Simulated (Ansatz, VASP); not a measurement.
Two plane-wave programs on GaF

POSCAR

```
GaF
1.0
    3.1659200000      0.0000000000      0.0000000000
    0.0000000000      3.1659200000      0.0000000000
    0.0000000000      0.0000000000      3.1659200000
Ga F
1 1
Direct
    0.0000000000      0.0000000000      0.0000000000
    0.5000000000      0.5000000000      0.5000000000
```

The input INCAR.step1:

```
PREC     = Accurate       # precision mode
ENCUT    = 600            # plane-wave cutoff, eV
EDIFF    = 1E-5           # SCF threshold, eV
ISMEAR   = -1             # smearing method
SIGMA    = 0.05           # smearing width, eV
LREAL    = F              # projectors in reciprocal space
LASPH    = T              # aspherical terms in the spheres
NELM     = 100            # most SCF steps
ALGO     = Normal         # electronic algorithm
LWAVE    = T              # write WAVECAR
LCHARG   = F              # write CHGCAR
GGA      = PE             # functional
NBANDS   = 17             # bands
```

The input INCAR.step2:

```
PREC     = Accurate       # precision mode
ENCUT    = 600            # plane-wave cutoff, eV
EDIFF    = 1E-6           # SCF threshold, eV
ISMEAR   = -1             # smearing method
SIGMA    = 0.05           # smearing width, eV
LREAL    = F              # projectors in reciprocal space
LASPH    = T              # aspherical terms in the spheres
NELM     = 100            # most SCF steps
ALGO     = Normal         # electronic algorithm
ISIF     = 3              # what is computed and relaxed
LWAVE    = F              # write WAVECAR
LCHARG   = F              # write CHGCAR
GGA      = PE             # functional
LHFCALC  = T              # exact exchange
HFSCREEN = 0.2079         # screening, 1/A
PRECFOCK = Normal       
IBRION   = 2              # ionic algorithm
NSW      = 60             # ionic steps
EDIFFG   = -0.01          # ionic threshold
ISTART   = 1
```

KPOINTS

```
regular mesh
0
Gamma
  4 4 4
```

Contents of input:

```
crystal:
  lattice:
    - [3.16592, 0.0, 0.0]
    - [0.0, 3.16592, 0.0]
    - [0.0, 0.0, 3.16592]
  atoms:
    - { symbol: Ga, position: [0.0, 0.0, 0.0] }
    - { symbol: F, position: [0.5, 0.5, 0.5] }
hamiltonian:
  xc: hse06
  pseudopotentials: { kind: paw }
kpoints:
  mp_grid: { grid: [4, 4, 4] }
scf:
  occupations: { method: fermi_dirac, width: 0.05 }
output:
  forces: true
  stress: true
  eigenvalues: true
  write_density: true
  write_potential: true
  elf: true
  volumetric_format: npy
relax:
  f_tol: 0.01
  max_steps: 40
  cell: { stress_tol: 0.05 }
```

Alike in both runs: task relaxation of cell and atoms; functional HSE06; k mesh 4 × 4 × 4; occupations fermi-dirac, width 0.05 eV; no spin polarisation.

|  | VASP | Ansatz |
| --- | --- | --- |
| version | VASP 6.6.1 | Ansatz 0.2.0 |
| potentials or method | VASP PAW PBE potentials, release 64 (Ga_d, F) | Ansatz PAW |
| plane-wave cutoff (eV) | 600 | 420 |
| valence electrons in the cell | 20 | 20 |

|  | VASP | Ansatz | Ansatz less VASP |
| --- | --- | --- | --- |
| gap on the k mesh at the Fermi level, each at its own relaxed structure (eV) | 0.73 | 0.76 | +0.028 |
| relaxed volume (Å³/atom) | 15.87 | 15.93 | +0.068 |
| relaxed cell length with the largest relative difference (Å) | 3.166 | 3.170 | +0.0045 |

The k mesh is coarse, so the values compare programs but aren't converged. Noted on VASP's run: the relaxation stopped at its first step, so nothing moved. Noted on Ansatz's run: the plane-wave basis is chosen anew once the cell has moved, so the energies of steps on either side of that aren't comparable.
